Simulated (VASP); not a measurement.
# Ti in VASP: further runs, part 2 of 2

VASP 6.6.1. The steps go on from the part before.

**3. Single point, PBE (atoms taken out)**

INCAR reads:

```
SYSTEM = Ti
PREC = Accurate
ENCUT = 520
EDIFF = 1E-7
ISMEAR = 0
SIGMA = 0.1
LREAL = .False.
LASPH = .True.
NELM = 80
ALGO = Normal
ISIF = 2
LWAVE = .False.
LCHARG = .False.
LDIPOL = .True.
IDIPOL = 3
DIPOL = 0.5 0.5 0.500
GGA = PE
NBANDS = 38
```

KPOINTS reads:

```
regular mesh
0
Gamma
  12 12 1
  0 0 0
```

POSCAR reads:

```
Ti
1.0
    2.9076478655      0.0000000000      0.0000000000
    0.0000000000      2.9076478655      0.0000000000
    0.0000000000      0.0000000000     23.2240700919
Ti
5
Direct
    0.5000000000      0.5000000000      0.3229408097
    0.0000000000      0.0000000000      0.4114704048
    0.5000000000      0.5000000000      0.5000000000
    0.0000000000      0.0000000000      0.5885295952
    0.5000000000      0.5000000000      0.6770591903
```

Potentials or basis: VASP PAW PBE potentials, release 64 (Ti_sv).

Started as:

```bash
$ cat potpaw_PBE.64/Ti_sv/POTCAR > POTCAR
$ mpirun -np 1 vasp_std > vasp.out
```

OUTCAR:

```text
SYSTEM = Ti
   PREC = Accurate
   ENCUT = 520
   EDIFF = 1E-7
   ISMEAR = 0
   LREAL = .False.
   LASPH = .True.
   NELM = 80
   ISIF = 2
   GGA = PE

 ion  position               nearest neighbor table
   1  0.500  0.500  0.323-   2 2.91   2 2.91   2 2.91   2 2.91
   2  0.000  0.000  0.411-   1 2.91   1 2.91   1 2.91   1 2.91   3 2.91   3 2.91   3 2.91   3 2.91

   3  0.500  0.500  0.500-   2 2.91   4 2.91   2 2.91   4 2.91   2 2.91   4 2.91   2 2.91   4 2.91

   4  0.000  0.000  0.589-   5 2.91   5 2.91   5 2.91   5 2.91   3 2.91   3 2.91   3 2.91   3 2.91

   5  0.500  0.500  0.677-   4 2.91   4 2.91   4 2.91   4 2.91

  LATTYP: Found a simple tetragonal cell.
 ALAT       =     2.9076478655
 C/A-ratio  =     7.9872361325

  Lattice vectors:

 A1 = (   2.9076478655,   0.0000000000,   0.0000000000)
 A2 = (   0.0000000000,   2.9076478655,   0.0000000000)
 A3 = (   0.0000000000,   0.0000000000,  23.2240700919)

Analysis of symmetry for initial positions (statically):
=====================================================================
 Subroutine PRICEL returns:
 Original cell was already a primitive cell.

 Routine SETGRP: Setting up the symmetry group for a
 simple tetragonal supercell.

 Subroutine GETGRP returns: Found 16 space group operations
 (whereof 16 operations were pure point group operations)
 out of a pool of 16 trial point group operations.

The static configuration has the point symmetry D_4h.

Analysis of symmetry for dynamics (positions and initial velocities):
=====================================================================
 Subroutine PRICEL returns:
 Original cell was already a primitive cell.

 Routine SETGRP: Setting up the symmetry group for a
 simple tetragonal supercell.

 Subroutine GETGRP returns: Found 16 space group operations
 (whereof 16 operations were pure point group operations)
 out of a pool of 16 trial point group operations.

The dynamic configuration has the point symmetry D_4h.

 Subroutine INISYM returns: Found 16 space group operations
 (whereof 16 operations are pure point group operations),
 and found     1 'primitive' translations

----------------------------------------------------------------------------------------

                                     Primitive cell

  volume of cell :     196.3460

  direct lattice vectors                    reciprocal lattice vectors
     2.907647865  0.000000000  0.000000000     0.343920601  0.000000000  0.000000000
     0.000000000  2.907647865  0.000000000     0.000000000  0.343920601  0.000000000
     0.000000000  0.000000000 23.224070092     0.000000000  0.000000000  0.043058775

  length of vectors
     2.907647865  2.907647865 23.224070092     0.343920601  0.343920601  0.043058775

  position of ions in fractional coordinates (direct lattice)
     0.500000000  0.500000000  0.322940810
     0.000000000  0.000000000  0.411470405
     0.500000000  0.500000000  0.500000000
     0.000000000  0.000000000  0.588529595
     0.500000000  0.500000000  0.677059190

  ion indices of the primitive-cell ions
   primitive index   ion index
                 1           1
                 2           2
[... 37 lines left out ...]
  0.416667  0.000000  0.000000      4.000000
[... 16 lines left out ...]
  0.333333  0.333333  0.000000      4.000000
  0.416667  0.333333  0.000000      8.000000
 [... further k-points ...]
   k-points           NKPTS =     28   k-points in BZ     NKDIM =     28   number of bands    NBANDS=     38
   number of dos      NEDOS =    301   number of ions     NIONS =      5
   total plane-waves  NPLWV = 103680
   dimension x,y,z NGX =    24 NGY =   24 NGZ =  180
   dimension x,y,z NGXF=    48 NGYF=   48 NGZF=  360
   ions per type =               5
   NGX,Y,Z   is equivalent  to a cutoff of  13.72, 13.72, 12.89 a.u.
   NGXF,Y,Z  is equivalent  to a cutoff of  27.44, 27.44, 25.77 a.u.
 SYSTEM =  Ti
   PREC   = accura    normal or accurate (medium, high low for compatibility)
   ISTART =      0    job   : 0-new  1-cont  2-samecut
   ICHARG =      2    charge: 1-file 2-atom 10-const
   ISPIN  =      1    spin polarized calculation?
   LNONCOLLINEAR =      F non collinear calculations
   LSORBIT =      F    spin-orbit coupling
   LASPH  =      T    aspherical Exc in radial PAW
   ENCUT  =  520.0 eV  38.22 Ry    6.18 a.u.   5.41  5.41 43.18*2*pi/ulx,y,z
   NELM   =     80;   NELMIN=  2; NELMDL= -5     # of ELM steps
   EDIFF  = 0.1E-06   stopping-criterion for ELM
   LREAL  =      F    real-space projection
   EDIFFG = 0.1E-05   stopping-criterion for IOM
   NSW    =      0    number of steps for IOM
   IBRION =     -1    ionic relax: 0-MD 1-quasi-New 2-CG
   NFREE  =      0    steps in history (QN), initial steepest desc. (CG)
   ISIF   =      2    stress and relaxation
   ISYM   =      2    0-nonsym 1-usesym 2-fastsym
   POTIM  = 0.5000    time-step for ionic-motion
   TEBEG  =    0.0;   TEEND  =   0.0 temperature during run
   PSTRESS=    0.0 pullay stress
   NELECT =      60.0000    total number of electrons
   NUPDOWN=      -1.0000    fix difference up-down
   EMIN   =  10.00;   EMAX   =-10.00  energy-range for DOS
   EFERMI =   0.00;   METHOD = LEGACY
   ISMEAR =     0;   SIGMA  =   0.10  broadening in eV -4-tet -1-fermi 0-gaus
   EFERMI_NEDOS =   21; number of points for ismear=-14 and -15
   IALGO  =     38    algorithm
   IMIX   =      4    mixing-type and parameters
     AMIX     =   0.40;   BMIX     =  1.00
     AMIX_MAG =   1.60;   BMIX_MAG =  1.00
  volume/ion in A,a.u.               =      39.27       265.00
  Fermi-wavevector in a.u.,A,eV,Ry     =   1.102684  2.083772 16.543502  1.215913
  Thomas-Fermi vector in A             =   2.239131
   LORBIT       =      0    0 simple, 1 ext, 2 COOP (PROOUT), +10 PAW based schemes
   GGA     = PE    functional components
   LHFCALC =     F    Hartree Fock is set to
   AEXX    =    0.0000 exact exchange contribution
   IVDW    =     0    specifies the selected vdW correction
   LEPSILON=     F    determine dielectric tensor
   LRPA    =     F    only Hartree local field effects (RPA)
 non-spin polarized calculation
 Gauss-broadening in eV      SIGMA  =   0.10
  energy-cutoff  :      520.00
  volume of cell :      196.35
 maximum number of plane-waves:      5343
 NGX is ok and might be reduce to    24
   NGX = 11   NGY = 11   NGZ = 87

 dipolmoment           0.000000      0.000000      0.000000 electrons x Angstroem

 number of electron      60.0000024 magnetization

 dipolmoment           0.000000      0.000000     -0.000000 electrons x Angstroem

 Free energy of the ion-electron system (eV)
  ---------------------------------------------------
  ext. energy  EPLUGINS =         0.00000000
  ---------------------------------------------------
  free energy    TOTEN  =       -37.08094282 eV

  energy without entropy =      -37.00768740  energy(sigma->0) =      -37.04431511

 E-fermi :   1.5676     XC(G=0):  -6.0404

 val. band max:        1.5619262725   @ k =   0.2500   0.0000   0.0000
 cond. band min:       1.5709422674   @ k =   0.4167   0.3333   0.0000
 fundamental gap:      0.0090159949
 Fermi energy:         1.5675538892

 k-point     1 :       0.0000    0.0000    0.0000
  band No.  band energies     occupation
      1     -55.3276      2.00000
      2     -55.3273      2.00000
      3     -55.1118      2.00000
      4     -55.0810      2.00000
      5     -54.9790      2.00000
      6     -31.7204      2.00000
[... 973 lines left out ...]
     37       3.3336      0.00000
     38       3.6461      0.00000

 [... further k-points ...]

------------------------ aborting loop because EDIFF is reached ----------------------------------------

 vacuum level on the upper side and lower side of the slab       (xc-potential included)        -0.148        -0.148

  FORCE on cell =-STRESS in cart. coord.  units (eV):
  Direction    XX          YY          ZZ          XY          YZ          ZX
  --------------------------------------------------------------------------------------
  -------------------------------------------------------------------------------------
  Total       -3.0970121     -3.0970121     -2.4519216      0.0000000      0.0000000      0.0000000
  in kB      -25.2715296    -25.2715296    -20.0076100      0.0000000      0.0000000      0.0000000
  external PRESSURE =     -23.5168897 kB  Pullay stress =       0.0000000 kB

 VOLUME and BASIS-vectors are now :
 -----------------------------------------------------------------------------
  energy-cutoff  :      520.00
  volume of cell :      196.35
      direct lattice vectors                 reciprocal lattice vectors
     2.907647865  0.000000000  0.000000000     0.343920601  0.000000000  0.000000000
     0.000000000  2.907647865  0.000000000     0.000000000  0.343920601  0.000000000
     0.000000000  0.000000000 23.224070092     0.000000000  0.000000000  0.043058775

 POSITION                                       TOTAL-FORCE (eV/Angst)
 -----------------------------------------------------------------------------------
      1.45382      1.45382      7.50000        -0.000000      0.000000      0.716943
      0.00000      0.00000      9.55602        -0.000000      0.000000     -0.844612
      1.45382      1.45382     11.61204        -0.000000     -0.000000     -0.000000
      0.00000      0.00000     13.66805         0.000000      0.000000      0.844612
      1.45382      1.45382     15.72407         0.000000     -0.000000     -0.716943
 -----------------------------------------------------------------------------------
    total drift:                                0.000000     -0.000000     -0.000000

  FREE ENERGIE OF THE ION-ELECTRON SYSTEM (eV)
  ---------------------------------------------------
  free  energy   TOTEN  =       -37.0809428155 eV

  energy  without entropy=      -37.0076873976  energy(sigma->0) =      -37.04431511

 vacuum level on the upper side and lower side of the slab         5.406         5.406
```

stdout:

```text
POSCAR found type information on POSCAR Ti
 POSCAR found :  1 types and       5 ions
 scaLAPACK will be used
 LDA part: xc-table for (Slater+PW92), standard interpolation
 POSCAR, INCAR and KPOINTS ok, starting setup
 FFT: planning ... GRIDC
 FFT: planning ... GRID_SOFT
 FFT: planning ... GRID
 WAVECAR not read
 entering main loop
```

It took 14 min on 1 thread of Intel Xeon 8259CL, shared host; peak memory 0.39 GiB.

What came out:

```
Free energy            : -37.0809 eV
Largest force          : 0.845 eV/Å
Band gap on the k mesh : zero (bands 30 and 31 overlap by 0.60 eV)
```

Forces in eV/Å, atoms in the order of the input:
```
Ti   0.000  0.000  0.717
Ti   0.000  0.000 -0.845
Ti   0.000  0.000  0.000
Ti   0.000  0.000  0.845
Ti   0.000  0.000 -0.717
```

Levels at points of the mesh, in eV from the Fermi level:
| k point | band 27 | band 28 | band 29 | band 30 | band 31 | band 32 | band 33 | band 34 |
| --- | --- | --- | --- | --- | --- | --- | --- | --- |
| (0.00, 0.00, 0.00) | -1.18 | -0.59 | -0.04 | 0.04 | 0.07 | 0.66 | 1.02 | 1.02 |
| (0.50, 0.00, 0.00) | -0.27 | 0.01 | 0.08 | 0.30 | 0.30 | 0.32 | 0.67 | 0.74 |
| (0.50, 0.50, 0.00) | -1.42 | -1.00 | -1.00 | -0.18 | -0.18 | 0.96 | 0.96 | 1.93 |

Caveat: the cell differs from its parent crystal (atoms taken out).
